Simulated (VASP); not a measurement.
A run of VASP 6.6.1:

The input INCAR:

```
SYSTEM = I
  PREC = Accurate
  ENCUT = 600
  EDIFF = 1E-6
  ISMEAR = -1
  SIGMA = 0.1
  LREAL = .FALSE.
  LASPH = .TRUE.
  NELM = 100
  ALGO = Normal
  ISIF = 3
  LWAVE = .FALSE.
  LCHARG = .FALSE.
  GGA = PS
  IBRION = 2
  NSW = 80
  EDIFFG = -0.002
  PSTRESS = 251.0
```

The input KPOINTS:

```
Automatic mesh
0
G
  16 16 16
  0 0 0
```

The input POSCAR:

```
I
1.0
    0.0000000000      2.1179036806      2.6170042488
    2.1177490939      0.0000000000      2.6170042488
    2.1177490939      2.1179036806      0.0000000000
I
1
Direct
    0.0000000000      0.0000000000      0.0000000000
```

Potentials or basis: VASP PAW PBE potentials, release 64 (I).

Command:

```bash
$ cat potpaw_PBE.64/I/POTCAR > POTCAR
$ mpirun -np 1 vasp_std > vasp.out
```

Hardware: 1 thread of Intel(R) Xeon(R) Platinum 8259CL CPU @ 2.50GHz (Skylake/Cascade Lake) (shared host).

Question: Estimate the wall time of this run.

Answer: It took 6.7 min on 1 thread of Intel(R) Xeon(R) Platinum 8259CL CPU @ 2.50GHz (Skylake/Cascade Lake), with other jobs on the host, peak memory 0.26 GiB. Counts: scf iterations 54, k points 621, ion steps 20.
